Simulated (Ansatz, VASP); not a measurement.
# InAs: VASP beside Ansatz

```
In As
1.0
     0.00000    2.99808    3.08939
     2.99808    0.00000    3.08939
     2.99808    2.99808    0.00000
In As
1 1
Cartesian
  0.0000 0.0000 0.0000
  4.4971 4.4971 4.6341
```

Change from the starting cell: strain -0.015 along x and y, +0.015 along z, atoms carried along.

Alike in both runs: task single point; functional PBEsol; k mesh 18 × 18 × 18; occupations gaussian, width 0.15 eV; no spin polarisation.

|  | VASP | Ansatz |
| --- | --- | --- |
| version | VASP 6.6.1 | Ansatz 0.2.0 |
| potentials or method | VASP PAW PBE potentials, release 64 (In_d, As), cutoff 520 eV | scalar-relativistic, plane waves, PAW |
| valence electrons in the cell | 18 | 28 |

```csv
,VASP,Ansatz,Ansatz less VASP
gap on the k mesh at the Fermi level (eV),none,none,-
pressure (GPa),0.9,0.9,-0.09
"traceless stress, the component that is largest in VASP (GPa)",-0.73,-0.73,-0.003
```

VASP's potentials were made for PBE, not for PBEsol. A gap of «none» marks a metal or a gap that the smearing closes. VASP's potentials hold 18 valence electrons a cell and Ansatz's 28, so a difference there can come from the potentials and not from the codes.
